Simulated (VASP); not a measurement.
# CrO2 (R3m) in VASP: notebook, part 2 of 2

VASP 6.6.1. Earlier steps stand in the parts before.

## (3) Relaxation of cell and atoms, PBEsol

This run uses another cell than the first one, of 9.87 Å³/atom.

File INCAR:

```
SYSTEM = CrO2
ALGO = Normal ; EDIFF = 1E-6
EDIFFG = -0.05 ; ENCUT = 600
GGA = PS ; IBRION = 2
ISIF = 3 ; ISMEAR = 0
LASPH = .True. ; LCHARG = .False.
LREAL = .False. ; LWAVE = .False.
NELM = 60 ; NSW = 80
PREC = Accurate ; SIGMA = 0.1
```

File KPOINTS:

```
k-points
0
Gamma
  12 12 12
  0 0 0
```

File POSCAR:

```
CrO2
1.0
    1.2820945460      0.7402176312      5.2020509157
   -1.2820945460      0.7402176312      5.2020509157
    0.0000000000     -1.4804352625      5.2020509157
Cr O
1 2
Direct
    0.0006717630      0.0006717630      0.0006717630
    0.4158129169      0.4158129169      0.4158129169
    0.2522153201      0.2522153201      0.2522153201
```

Potentials or basis: VASP PAW PBE potentials, release 64 (Cr_pv, O).

Started as:

```
$ cat potpaw_PBE.64/Cr_pv/POTCAR potpaw_PBE.64/O/POTCAR > POTCAR
$ mpirun -np 1 vasp_std > vasp.out
```

OUTCAR:

```text
SYSTEM = CrO2
   EDIFF = 1E-6
   EDIFFG = -0.05
   ENCUT = 600
   GGA = PS
   IBRION = 2
   ISIF = 3
   ISMEAR = 0
   LASPH = .True.
   LREAL = .False.
   NELM = 60
   NSW = 80
   PREC = Accurate

 ion  position               nearest neighbor table
   1  0.001  0.001  0.001-   3 1.95   3 1.95   3 1.95   2 1.95   2 1.95   2 1.95
   2  0.416  0.416  0.416-   1 1.95   1 1.95   1 1.95
   3  0.252  0.252  0.252-   1 1.95   1 1.95   1 1.95

  LATTYP: Found a trigonal (rhomboedric) cell.
 ALAT       =     5.4086063173
 COS(alpha) =     0.8876173266

  Lattice vectors:

 A1 = (   1.2820945460,   0.7402176312,   5.2020509157)
 A2 = (  -1.2820945460,   0.7402176312,   5.2020509157)
 A3 = (   0.0000000000,  -1.4804352625,   5.2020509157)

Analysis of symmetry for initial positions (statically):
=====================================================================
 Subroutine PRICEL returns:
 Original cell was already a primitive cell.

 Routine SETGRP: Setting up the symmetry group for a
 trigonal (rhombohedral) supercell.

 Subroutine GETGRP returns: Found  6 space group operations
 (whereof  6 operations were pure point group operations)
 out of a pool of 12 trial point group operations.
[... 273 lines left out ...]

  energy  without entropy=      -26.0959633312  energy(sigma->0) =      -26.09596385

[... ionic steps 4 to 14 ...]

--------------------------------------- Ionic step       15  -------------------------------------------

 number of electron      24.0000000 magnetization

------------------------ aborting loop because EDIFF is reached ----------------------------------------
[... 69 lines left out ...]
--------------------------------------- Ionic step       17  -------------------------------------------

 number of electron      23.9999999 magnetization

 Free energy of the ion-electron system (eV)
  ---------------------------------------------------
  ext. energy  EPLUGINS =         0.00000000
  ---------------------------------------------------
  free energy    TOTEN  =       -26.13159638 eV

  energy without entropy =      -26.13146268  energy(sigma->0) =      -26.13152953

 E-fermi :   5.0782     XC(G=0): -11.5076

 val. band max:        5.0072292298   @ k =   0.5000   0.5000   0.5000
 cond. band min:       5.2296314233   @ k =  -0.1667   0.5000   0.1667
 fundamental gap:      0.2224021935
 Fermi energy:         5.0781534078

 k-point     1 :       0.0000    0.0000    0.0000
  band No.  band energies     occupation
      1     -39.4732      2.00000
      2     -39.2052      2.00000
      3     -39.2052      2.00000
      4     -15.9293      2.00000
      5     -13.9314      2.00000
      6      -2.7254      2.00000
[... 433 lines left out ...]
      3     -39.3148      2.00000
      4     -14.0813      2.00000
      5     -13.5476      2.00000
      6      -2.2016      2.00000
[... 8 lines left out ...]
     15       7.5109      0.00000
     16       8.0439      0.00000

 [... further k-points ...]

------------------------ aborting loop because EDIFF is reached ----------------------------------------

  FORCE on cell =-STRESS in cart. coord.  units (eV):
  Direction    XX          YY          ZZ          XY          YZ          ZX
  --------------------------------------------------------------------------------------
  -------------------------------------------------------------------------------------
  Total       -0.0725958     -0.0725958      0.0402201      0.0000000     -0.0000000      0.0000000
  in kB       -3.8718117     -3.8718117      2.1450901      0.0000000     -0.0000000      0.0000000
  external PRESSURE =      -1.8661778 kB  Pullay stress =       0.0000000 kB
[... 18 lines left out ...]
  FREE ENERGIE OF THE ION-ELECTRON SYSTEM (eV)
  ---------------------------------------------------
  free  energy   TOTEN  =       -26.1315963765 eV

  energy  without entropy=      -26.1314626769  energy(sigma->0) =      -26.13152953

 reached required accuracy - stopping structural energy minimisation
```

OSZICAR:

```text
N       E                     dE             d eps       ncg     rms          rms(c)
DAV:   1     0.250966373065E+03    0.25097E+03   -0.15485E+04  6048   0.184E+03
DAV:   2    -0.190029540622E+02   -0.26997E+03   -0.26597E+03  7520   0.458E+02
DAV:   3    -0.328643916715E+02   -0.13861E+02   -0.13790E+02  6408   0.114E+02
[... 179 lines left out ...]
DAV:   4    -0.261316349015E+02    0.97628E-03   -0.82989E-03  6864   0.689E-01    0.913E-02
DAV:   5    -0.261316134294E+02    0.21472E-04   -0.10288E-03  7568   0.237E-01    0.688E-02
DAV:   6    -0.261315933670E+02    0.20062E-04   -0.18812E-04  8336   0.146E-01    0.218E-02
DAV:   7    -0.261315956474E+02   -0.22804E-05   -0.16162E-05  7536   0.390E-02    0.121E-02
DAV:   8    -0.261315963765E+02   -0.72911E-06   -0.44192E-06  4104   0.211E-02
  17 F= -.26131596E+02 E0= -.26131530E+02  d E =-.753625E-03
```

Run time: 77 min. Hardware: 1 thread of AMD EPYC 7R43 (Zen 3), shared host; peak memory 0.47 GiB.

What came out:

| Quantity | Value |
| --- | --- |
| Free energy | -26.1316 eV |
| Relaxed volume | 10.01 Å³/atom |
| Relaxed cell | a = 5.374 Å, b = 5.374 Å, c = 5.374 Å, α = 27.91°, β = 27.91°, γ = 27.91° |
| Space group after relaxing (to 0.1 Å) | R3m (No. 160) |
| Energy gained by relaxing | 145.2 meV/atom |
| Ionic steps | 17 |
| Pressure after relaxing | -0.2 GPa |
| Largest force after relaxing | 0.012 eV/Å |
| Band gap on the k mesh | 0.22 eV (least direct gap 1.47 eV) |

Forces on the atoms (eV/Å):
```
Cr   0.000  0.000  0.003
O    0.000  0.000  0.009
O    0.000  0.000 -0.012
```

The path:
| step | energy change (eV) | largest force (eV/Å) | pressure (GPa) | volume (Å³) |
| --- | --- | --- | --- | --- |
| 1 | 0.0000 | 3.2919 | -16.54 | 29.62 |
| 2 | 1.1536 | 8.7630 | 74.07 | 25.31 |
| 3 | -0.3998 | 0.5789 | 2.78 | 28.04 |
| 4 | -0.4066 | 0.2066 | 5.41 | 27.89 |
| 5 | -0.4069 | 0.1013 | 6.17 | 27.84 |
| 6 | -0.4218 | 0.0496 | -3.09 | 28.99 |
| 7 | -0.4290 | 0.0706 | 0.10 | 28.56 |
| 8 | -0.4295 | 0.0225 | 0.39 | 28.60 |
| 9 | -0.4299 | 0.0636 | 0.86 | 28.66 |
| 10 | -0.4300 | 0.1053 | 1.13 | 28.69 |
| 11 | -0.4301 | 0.1023 | 1.11 | 28.70 |
| 12 | -0.4304 | 0.0987 | 1.01 | 28.74 |
| 13 | -0.4310 | 0.0894 | 0.82 | 28.82 |
| 14 | -0.4320 | 0.0722 | 0.51 | 28.99 |
| 15 | -0.4335 | 0.0386 | 0.01 | 29.31 |
| 16 | -0.4347 | 0.0190 | -0.94 | 29.97 |
| 17 | -0.4355 | 0.0118 | -0.19 | 30.04 |

Final structure:
```yaml
crystal:
  lattice:
    - [1.29621, 0.74836, 5.16142]
    - [-1.29621, 0.74836, 5.16142]
    - [0.00000, -1.49673, 5.16142]
  atoms:
    - { symbol: Cr, position: [0.00067, 0.00067, 0.00067] }
    - { symbol: O, position: [0.40831, 0.40831, 0.40831] }
    - { symbol: O, position: [0.25972, 0.25972, 0.25972] }
```

Caveat: the PAW data sets were made with another functional, which shifts forces and pressure a little.
